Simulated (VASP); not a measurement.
Te3W, 4 atoms in the cell. Symmetry: Pm-3m, No. 221, cubic system. The conventional cell has a = 5.369 Å, b = 5.369 Å, c = 5.369 Å, α = 90.00°, β = 90.00°, γ = 90.00°. Te (site symmetry 4/mmm) has 2 W at 2.68 Å within 3.5 Å. W (site symmetry m-3m) has 6 Te at 2.68 Å within 3.5 Å. 

```yaml
Program: VASP 6.6.1
Task: electric field gradients
Functional: PBE
Potentials_or_basis: VASP PAW PBE potentials, release 64 (Te, W_sv)
Cutoff: 520 eV
k_mesh: 8 × 8 × 8
Occupations: fermi-dirac, width 0.15 eV
Spin: no spin polarisation
Dipole_correction: no
Further_INCAR_settings: ALGO = Normal; EDIFF = 1e-08; NBANDS = 24
```

Potentials or basis: VASP PAW PBE potentials, release 64 (Te, W_sv).

Run with:

```bash
$ cat potpaw_PBE.64/Te/POTCAR potpaw_PBE.64/W_sv/POTCAR > POTCAR
$ mpirun -np 1 vasp_std > vasp.out
```

Hardware: 1 thread of Intel(R) Xeon(R) Platinum 8375C CPU @ 2.90GHz (Ice Lake), with other jobs on the host.

Problem. Estimate the wall time of this run.

Solution. It took 110 s on 1 thread of Intel(R) Xeon(R) Platinum 8375C CPU @ 2.90GHz (Ice Lake) (shared host), peak memory 0.31 GiB. Counts: scf iterations 18, k points 35.
